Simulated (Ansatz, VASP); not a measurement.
## One calculation of MgS, two programs

The input INCAR:

```
SYSTEM = MgS
ALGO     = Normal         ! electronic algorithm
EDIFF    = 1E-6           ! SCF threshold, eV
EDIFFG   = -0.002         ! ionic threshold
ENCUT    = 520            ! plane-wave cutoff, eV
GGA      = CA             ! functional
IBRION   = 2              ! ionic algorithm
ISIF     = 2              ! what is computed and relaxed
ISMEAR   = 0              ! smearing method
LASPH    = .TRUE.         ! aspherical terms in the spheres
LCHARG   = .FALSE.        ! write CHGCAR
LREAL    = .FALSE.        ! projectors in reciprocal space
LWAVE    = .FALSE.        ! write WAVECAR
NELM     = 80             ! most SCF steps
NSW      = 50             ! ionic steps
PREC     = Accurate       ! precision mode
SIGMA    = 0.01           ! smearing width, eV
```

The input KPOINTS:

```
k-points
0
G
  8 8 8
  0 0 0
```

POSCAR

```
MgS
1.0
   -0.0128209123      2.5577719957      2.5577719957
    2.5577719957     -0.0128209123      2.5577719957
    2.5577719957      2.5577719957     -0.0128209123
Mg S
1 1
Direct
    0.0000000000      0.0000000000      0.0000000000
    0.5000000000      0.5000000000      0.5000000000
```

Input for Ansatz:

```yaml
crystal:
  lattice:
    - [-0.01282091226, 2.55777199566, 2.55777199566]
    - [2.55777199566, -0.01282091226, 2.55777199566]
    - [2.55777199566, 2.55777199566, -0.01282091226]
  atoms:
    - { symbol: Mg, position: [0.0, 0.0, 0.0] }
    - { symbol: S, position: [0.5, 0.5, 0.5] }
kpoints:
  mp_grid: { grid: [8, 8, 8] }
scf:
  occupations: { method: fixed }
  convergence: { dr2_threshold: 1.0e-10 }
hamiltonian:
  xc: lda
  pseudopotentials: { kind: all_electron, lapw: { basis_error: 0.0005 } }
output:
  forces: true
  stress: true
  eigenstates:
    kpoints:
      - [0.0, 0.0, 0.0]
      - [0.0, -0.5, -0.5]
      - [-0.5, 0.0, -0.5]
      - [-0.5, -0.5, 0.0]
      - [-0.5, 0.0, 0.0]
      - [0.0, -0.5, 0.0]
      - [0.0, 0.0, -0.5]
      - [-0.5, -0.5, -0.5]
relax:
  f_tol: 0.002
  max_steps: 30
```

Change from the starting cell: equal xy, yz and zx engineering shears of -0.5 %.

Alike in both runs: task relaxation of the atoms; functional LDA; k mesh 8 × 8 × 8; no spin polarisation.

```csv
,VASP,Ansatz
version,VASP 6.6.1,Ansatz 0.2.0
potentials or method,"VASP PAW LDA potentials, release 64 (Mg, S), cutoff 520 eV","all-electron LAPW, scalar-relativistic"
occupations,"gaussian, width 0.01 eV",fixed
```

```tsv
	VASP	Ansatz	Ansatz less VASP
gap on the k mesh at the Fermi level, each at its own relaxed structure (eV)	2.60	2.60	+0.001
```

LDA's correlation is that of Perdew and Zunger in VASP and of Perdew and Wang (1992) in Ansatz. Ansatz ran all-electron here, and VASP with PAW potentials.

Noted on VASP's run: the relaxation stopped at its first step, so nothing moved.
